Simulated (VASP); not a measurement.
# Al2Cu (I4/mcm) in VASP: single point with LDA

Aim: the single point of Al2Cu with LDA.

Program: VASP 6.6.1. These are calculated values, not measurements. Logs are shortened: lines on timing, memory, paths and dates and some standing lists are left out, and cuts for length are marked.

### 1 The cell of the first run

Symmetry: I4/mcm, No. 140, tetragonal system. The conventional cell has a = 5.942 Å, b = 5.942 Å, c = 4.771 Å, α = 90.00°, β = 90.00°, γ = 90.00°. Al (site symmetry m2m) has 4 Cu at 2.53 Å and 11 Al at 2.68 to 3.16 Å within 3.3 Å. Cu (site symmetry 422) has 2 Cu at 2.39 Å and 8 Al at 2.53 Å within 3.2 Å.

### 2 Single point, LDA

Input file INCAR:

```
SYSTEM = Al2Cu
PREC = Accurate
ENCUT = 520
EDIFF = 1E-6
ISMEAR = 0
SIGMA = 0.2
LREAL = .FALSE.
LASPH = .TRUE.
NELM = 80
ALGO = Fast
ISIF = 2
LWAVE = .FALSE.
LCHARG = .TRUE.
LELF = .TRUE.
LVHAR = .TRUE.
NBANDS = 26
```

Input file KPOINTS:

```
regular mesh
0
G
  16 16 16
  0 0 0
```

Input file POSCAR:

```
Al2Cu
1.0
   -2.9711451350      2.9711451350      2.3856614438
    2.9711451350     -2.9711451350      2.3856614438
    2.9711451350      2.9711451350     -2.3856614438
Al Cu
4 2
Direct
    0.6592650679      0.1592650679      0.8185301358
    0.1592650679      0.3407349321      0.5000000000
    0.3407349321      0.8407349321      0.1814698642
    0.8407349321      0.6592650679      0.5000000000
    0.2500000000      0.2500000000      0.0000000000
    0.7500000000      0.7500000000      0.0000000000
```

Potentials or basis: VASP PAW LDA potentials, release 64 (Al, Cu).

Run with:

```
> cat potpaw_LDA.64/Al/POTCAR potpaw_LDA.64/Cu/POTCAR > POTCAR
> mpirun -np 1 vasp_std > vasp.out
```

OUTCAR:

```text
SYSTEM = Al2Cu
   PREC = Accurate
   ENCUT = 520
   EDIFF = 1E-6
   ISMEAR = 0
   LREAL = .FALSE.
   LASPH = .TRUE.
   NELM = 80
   ISIF = 2

 ion  position               nearest neighbor table
   1  0.659  0.159  0.819-   5 2.53   6 2.53   5 2.53   6 2.53   3 2.68   3 2.83   3 2.83   4 3.05
                             2 3.05   2 3.05   4 3.05   4 3.16   2 3.16   2 3.16   4 3.16
   2  0.159  0.341  0.500-   6 2.53   5 2.53   5 2.53   6 2.53   4 2.68   4 2.83   4 2.83   3 3.05
                             1 3.05   1 3.05   3 3.05   1 3.16   3 3.16   1 3.16   3 3.16
   3  0.341  0.841  0.181-   5 2.53   6 2.53   5 2.53   6 2.53   1 2.68   1 2.83   1 2.83   2 3.05
                             4 3.05   4 3.05   2 3.05   2 3.16   4 3.16   4 3.16   2 3.16
   4  0.841  0.659  0.500-   5 2.53   6 2.53   6 2.53   5 2.53   2 2.68   2 2.83   2 2.83   1 3.05
                             1 3.05   3 3.05   3 3.05   1 3.16   3 3.16   3 3.16   1 3.16
   5  0.250  0.250  0.000-   6 2.39   6 2.39   1 2.53   2 2.53   3 2.53   4 2.53   2 2.53   4 2.53
                             1 2.53   3 2.53
   6  0.750  0.750  0.000-   5 2.39   5 2.39   1 2.53   3 2.53   4 2.53   3 2.53   4 2.53   1 2.53
                             2 2.53   2 2.53

  LATTYP: Found a body centered tetragonal cell.
 ALAT       =     5.9422902700
 C/A-ratio  =     0.8029434226

  Lattice vectors:

 A1 = (  -2.9711451350,   2.9711451350,   2.3856614438)
 A2 = (   2.9711451350,  -2.9711451350,   2.3856614438)
 A3 = (   2.9711451350,   2.9711451350,  -2.3856614438)

Analysis of symmetry for initial positions (statically):
=====================================================================
 Subroutine PRICEL returns:
 Original cell was already a primitive cell.

 Routine SETGRP: Setting up the symmetry group for a
 body centered tetragonal supercell.

 Subroutine GETGRP returns: Found 16 space group operations
 (whereof  8 operations were pure point group operations)
 out of a pool of 16 trial point group operations.

The static configuration has the point symmetry C_4h.
 The point group associated with its full space group is D_4h.

Analysis of symmetry for dynamics (positions and initial velocities):
=====================================================================
 Subroutine PRICEL returns:
 Original cell was already a primitive cell.

 Routine SETGRP: Setting up the symmetry group for a
 body centered tetragonal supercell.

 Subroutine GETGRP returns: Found 16 space group operations
 (whereof  8 operations were pure point group operations)
 out of a pool of 16 trial point group operations.

The dynamic configuration has the point symmetry C_4h.
 The point group associated with its full space group is D_4h.

 Subroutine INISYM returns: Found 16 space group operations
 (whereof  8 operations are pure point group operations),
 and found     1 'primitive' translations

----------------------------------------------------------------------------------------

                                     Primitive cell

  volume of cell :      84.2396

  direct lattice vectors                    reciprocal lattice vectors
    -2.971145135  2.971145135  2.385661444     0.000000000  0.168285283  0.209585480
     2.971145135 -2.971145135  2.385661444     0.168285283  0.000000000  0.209585480
     2.971145135  2.971145135 -2.385661444     0.168285283  0.168285283  0.000000000

  length of vectors
     4.831851338  4.831851338  4.831851338     0.268786179  0.268786179  0.237991330

  position of ions in fractional coordinates (direct lattice)
     0.659265068  0.159265068  0.818530136
     0.159265068  0.340734932  0.500000000
     0.340734932  0.840734932  0.181469864
     0.840734932  0.659265068  0.500000000
     0.250000000  0.250000000  0.000000000
     0.750000000  0.750000000  0.000000000

  ion indices of the primitive-cell ions
   primitive index   ion index
                 1           1
                 2           2
                 3           3
                 4           4
                 5           5
                 6           6

----------------------------------------------------------------------------------------

 KPOINTS: regular mesh

Automatic generation of k-mesh.
 Grid dimensions read from file:
 generate k-points for:   16   16   16

 Generating k-lattice:

  Cartesian coordinates                     Fractional coordinates (reciprocal lattice)
     0.000000000  0.010517830  0.013099093     0.062500000  0.000000000 -0.000000000
     0.010517830  0.000000000  0.013099093     0.000000000  0.062500000 -0.000000000
     0.010517830  0.010517830  0.000000000     0.000000000  0.000000000  0.062500000

  Length of vectors
     0.016799136  0.016799136  0.014874458

  Shift w.r.t. Gamma in fractional coordinates (k-lattice)
     0.000000000  0.000000000  0.000000000

 Subroutine IBZKPT returns following result:
 ===========================================

 Found    349 irreducible k-points:

 Following reciprocal coordinates:
            Coordinates               Weight
  0.000000  0.000000  0.000000      1.000000
  0.062500  0.000000 -0.000000      8.000000
  0.125000  0.000000 -0.000000      8.000000
  0.187500  0.000000 -0.000000      8.000000
  0.250000  0.000000 -0.000000      8.000000
  0.312500  0.000000 -0.000000      8.000000
[... 16 lines left out ...]
 -0.125000  0.062500  0.000000     16.000000
 -0.062500  0.062500  0.000000      4.000000
 [... further k-points ...]
   k-points           NKPTS =    349   k-points in BZ     NKDIM =    349   number of bands    NBANDS=     26
   number of dos      NEDOS =    301   number of ions     NIONS =      6
   total plane-waves  NPLWV =  46656
   dimension x,y,z NGX =    36 NGY =   36 NGZ =   36
   dimension x,y,z NGXF=    72 NGYF=   72 NGZF=   72
   ions per type =               4   2
   NGX,Y,Z   is equivalent  to a cutoff of  12.39, 12.39, 12.39 a.u.
   NGXF,Y,Z  is equivalent  to a cutoff of  24.77, 24.77, 24.77 a.u.
 SYSTEM =  Al2Cu
   PREC   = accura    normal or accurate (medium, high low for compatibility)
   ISTART =      0    job   : 0-new  1-cont  2-samecut
   ICHARG =      2    charge: 1-file 2-atom 10-const
   ISPIN  =      1    spin polarized calculation?
   LNONCOLLINEAR =      F non collinear calculations
   LSORBIT =      F    spin-orbit coupling
   LASPH  =      T    aspherical Exc in radial PAW
   ENCUT  =  520.0 eV  38.22 Ry    6.18 a.u.   8.98  8.98  8.98*2*pi/ulx,y,z
   NELM   =     80;   NELMIN=  2; NELMDL= -5     # of ELM steps
   EDIFF  = 0.1E-05   stopping-criterion for ELM
   LREAL  =      F    real-space projection
   EDIFFG = 0.1E-04   stopping-criterion for IOM
   NSW    =      0    number of steps for IOM
   IBRION =     -1    ionic relax: 0-MD 1-quasi-New 2-CG
   NFREE  =      0    steps in history (QN), initial steepest desc. (CG)
   ISIF   =      2    stress and relaxation
   ISYM   =      2    0-nonsym 1-usesym 2-fastsym
   POTIM  = 0.5000    time-step for ionic-motion
   TEBEG  =    0.0;   TEEND  =   0.0 temperature during run
   PSTRESS=    0.0 pullay stress
   NELECT =      34.0000    total number of electrons
   NUPDOWN=      -1.0000    fix difference up-down
   EMIN   =  10.00;   EMAX   =-10.00  energy-range for DOS
   EFERMI =   0.00;   METHOD = LEGACY
   ISMEAR =     0;   SIGMA  =   0.20  broadening in eV -4-tet -1-fermi 0-gaus
   EFERMI_NEDOS =   21; number of points for ismear=-14 and -15
   IALGO  =     68    algorithm
   IMIX   =      4    mixing-type and parameters
     AMIX     =   0.40;   BMIX     =  1.00
     AMIX_MAG =   1.60;   BMIX_MAG =  1.00
  volume/ion in A,a.u.               =      14.04        94.75
  Fermi-wavevector in a.u.,A,eV,Ry     =   1.209843  2.286271 19.915115  1.463720
  Thomas-Fermi vector in A             =   2.345408
   LORBIT       =      0    0 simple, 1 ext, 2 COOP (PROOUT), +10 PAW based schemes
   GGA     = CA    functional components
   LHFCALC =     F    Hartree Fock is set to
   AEXX    =    0.0000 exact exchange contribution
   IVDW    =     0    specifies the selected vdW correction
   LEPSILON=     F    determine dielectric tensor
   LRPA    =     F    only Hartree local field effects (RPA)
 non-spin polarized calculation
 RMM-DIIS sequential band-by-band and
 Gauss-broadening in eV      SIGMA  =   0.20
  energy-cutoff  :      520.00
  volume of cell :       84.24
 maximum number of plane-waves:      2290
   NGX = 17   NGY = 17   NGZ = 17

 number of electron      34.0000041 magnetization

 Free energy of the ion-electron system (eV)
  ---------------------------------------------------
  ext. energy  EPLUGINS =         0.00000000
  ---------------------------------------------------
  free energy    TOTEN  =       -27.30127946 eV

  energy without entropy =      -27.26257096  energy(sigma->0) =      -27.28192521

 E-fermi :   8.4400     XC(G=0): -11.3142

 val. band max:        8.4392334679   @ k =   0.3750   0.0625   0.0625
 cond. band min:       8.4470686042   @ k =  -0.4375   0.3125   0.0625
 fundamental gap:      0.0078351363
 Fermi energy:         8.4400305621

 k-point     1 :       0.0000    0.0000    0.0000
  band No.  band energies     occupation
      1      -2.7142      2.00000
      2       2.7872      2.00000
      3       2.9620      2.00000
      4       2.9658      2.00000
      5       2.9658      2.00000
      6       3.9299      2.00000
[... 18 lines left out ...]
     25      13.8433      0.00000
     26      14.4985      0.00000

 k-point     2 :       0.0625    0.0000   -0.0000
  band No.  band energies     occupation
      1      -2.6717      2.00000
      2       2.7850      2.00000
      3       2.9599      2.00000
      4       2.9652      2.00000
      5       2.9735      2.00000
      6       3.9241      2.00000
[... 18 lines left out ...]
     25      13.8909      0.00000
     26      14.6817      0.00000

 k-point     3 :       0.1250    0.0000   -0.0000
  band No.  band energies     occupation
      1      -2.5442      2.00000
      2       2.7796      2.00000
      3       2.9297      2.00000
      4       2.9631      2.00000
      5       3.0068      2.00000
      6       3.9037      2.00000
[... 18 lines left out ...]
     25      14.0332      0.00000
     26      14.7803      0.00000

 k-point     4 :       0.1875    0.0000   -0.0000
  band No.  band energies     occupation
      1      -2.3325      2.00000
      2       2.7740      2.00000
      3       2.8231      2.00000
      4       2.9587      2.00000
      5       3.0589      2.00000
      6       3.8640      2.00000
[... 18 lines left out ...]
     25      14.2719      0.00000
     26      14.8955      0.00000

 k-point     5 :       0.2500    0.0000   -0.0000
  band No.  band energies     occupation
      1      -2.0375      2.00000
      2       2.5215      2.00000
      3       2.7721      2.00000
      4       2.9504      2.00000
      5       3.1232      2.00000
      6       3.7925      2.00000
[... 18 lines left out ...]
     25      14.6500      0.00000
     26      15.0256      0.00000

 k-point     6 :       0.3125    0.0000   -0.0000
  band No.  band energies     occupation
      1      -1.6609      2.00000
      2       1.9664      2.00000
      3       2.7781      2.00000
      4       2.9364      2.00000
      5       3.1900      2.00000
      6       3.7278      2.00000
[... 427 lines left out ...]
 k-point    21 :      -0.2500    0.0625    0.0000
  band No.  band energies     occupation
      1      -2.2007      2.00000
      2       2.5944      2.00000
      3       2.7417      2.00000
      4       2.9847      2.00000
      5       3.0236      2.00000
      6       3.7775      2.00000
[... 18 lines left out ...]
     25      13.8249      0.00000
     26      15.6074      0.00000

 k-point    22 :      -0.1875    0.0625    0.0000
  band No.  band energies     occupation
      1      -2.4450      2.00000
      2       2.6486      2.00000
      3       2.8975      2.00000
      4       2.9805      2.00000
      5       2.9875      2.00000
      6       3.8398      2.00000
[... 18 lines left out ...]
     25      13.5500      0.00000
     26      15.4429      0.00000

 k-point    23 :      -0.1250    0.0625    0.0000
  band No.  band energies     occupation
      1      -2.6054      2.00000
      2       2.7040      2.00000
      3       2.9445      2.00000
      4       2.9543      2.00000
      5       2.9844      2.00000
      6       3.8855      2.00000
[... 18 lines left out ...]
     25      13.3933      0.00000
     26      15.3223      0.00000

 k-point    24 :      -0.0625    0.0625    0.0000
  band No.  band energies     occupation
      1      -2.6811      2.00000
      2       2.7521      2.00000
      3       2.9496      2.00000
      4       2.9586      2.00000
      5       2.9763      2.00000
      6       3.9111      2.00000
[... 18 lines left out ...]
     25      13.3771      0.00000
     26      15.2234      0.00000

 [... further k-points ...]

------------------------ aborting loop because EDIFF is reached ----------------------------------------

  FORCE on cell =-STRESS in cart. coord.  units (eV):
  Direction    XX          YY          ZZ          XY          YZ          ZX
  --------------------------------------------------------------------------------------
  -------------------------------------------------------------------------------------
  Total        0.1434396      0.1434396      0.1545323      0.0000000     -0.0000000      0.0000000
  in kB        2.7281171      2.7281171      2.9390921      0.0000000     -0.0000000      0.0000000
  external PRESSURE =       2.7984421 kB  Pullay stress =       0.0000000 kB

 VOLUME and BASIS-vectors are now :
 -----------------------------------------------------------------------------
  energy-cutoff  :      520.00
  volume of cell :       84.24
      direct lattice vectors                 reciprocal lattice vectors
    -2.971145135  2.971145135  2.385661444     0.000000000  0.168285283  0.209585480
     2.971145135 -2.971145135  2.385661444     0.168285283  0.000000000  0.209585480
     2.971145135  2.971145135 -2.385661444     0.168285283  0.168285283  0.000000000

 POSITION                                       TOTAL-FORCE (eV/Angst)
 -----------------------------------------------------------------------------------
      0.94640      3.91754      0.00000        -0.002239     -0.002239     -0.000000
      2.02475      0.94640      0.00000         0.002239     -0.002239      0.000000
      2.02475     -0.94640      2.38566         0.002239      0.002239      0.000000
      0.94640      2.02475      2.38566        -0.002239      0.002239      0.000000
      0.00000      0.00000      1.19283        -0.000000     -0.000000     -0.000000
      0.00000      0.00000      3.57849        -0.000000     -0.000000     -0.000000
 -----------------------------------------------------------------------------------
    total drift:                                0.000000      0.000000      0.000000

  FREE ENERGIE OF THE ION-ELECTRON SYSTEM (eV)
  ---------------------------------------------------
  free  energy   TOTEN  =       -27.3012794599 eV

  energy  without entropy=      -27.2625709588  energy(sigma->0) =      -27.28192521
```

It took 11 min on 1 thread of Intel Xeon Platinum 8488C (Sapphire Rapids), shared host; peak memory 0.66 GiB.

Results:

```yaml
Free_energy: -27.3013 eV
Pressure: 0.3 GPa
Largest_force: 0.003 eV/Å
Band_gap_on_the_k_mesh: zero (bands 17 and 18 overlap by 4.41 eV)
```

Forces in eV/Å, atoms in the order of the input:
```
Al  -0.002 -0.002  0.000
Al   0.002 -0.002  0.000
Al   0.002  0.002  0.000
Al  -0.002  0.002  0.000
Cu   0.000  0.000  0.000
Cu   0.000  0.000  0.000
```
